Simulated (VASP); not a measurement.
A run of VASP 6.6.1:

File INCAR:

```
PREC = Accurate
ENCUT = 520
EDIFF = 1E-6
ISMEAR = 0
SIGMA = 0.05
LREAL = False
LASPH = True
NELM = 60
ALGO = Normal
ISIF = 2
LWAVE = False
LCHARG = False
GGA = PE
IVDW = 12
NBANDS = 16
```

Contents of KPOINTS:

```
Automatic mesh
0
Gamma
  12 12 4
```

The input POSCAR:

```
BN
1.0
    2.2998119278      0.0000000000      0.0000000000
   -1.1499059639      1.9916955534      0.0000000000
    0.0000000000      0.0000000000      7.9687160646
B N
2 2
Direct
    0.0000000000      0.0000000000      0.5000000000
    0.3333333333      0.6666666667      0.0000000000
    0.0000000000      0.0000000000      0.0000000000
    0.6666666667      0.3333333333      0.5000000000
```

Potentials or basis: VASP PAW PBE potentials, release 64 (B, N).

The run is started by

```sh
$ cat potpaw_PBE.64/B/POTCAR potpaw_PBE.64/N/POTCAR > POTCAR
$ mpirun -np 1 vasp_std > vasp.out
```

Hardware: 1 thread of Intel(R) Xeon(R) 6975P-C (Granite Rapids) (shared host).

Task: Estimate the wall time of this run.

Result: Wall time 14 s on 1 thread of Intel(R) Xeon(R) 6975P-C (Granite Rapids), on a shared host, peak memory 0.17 GiB. Counts: scf iterations 13, k points 57.
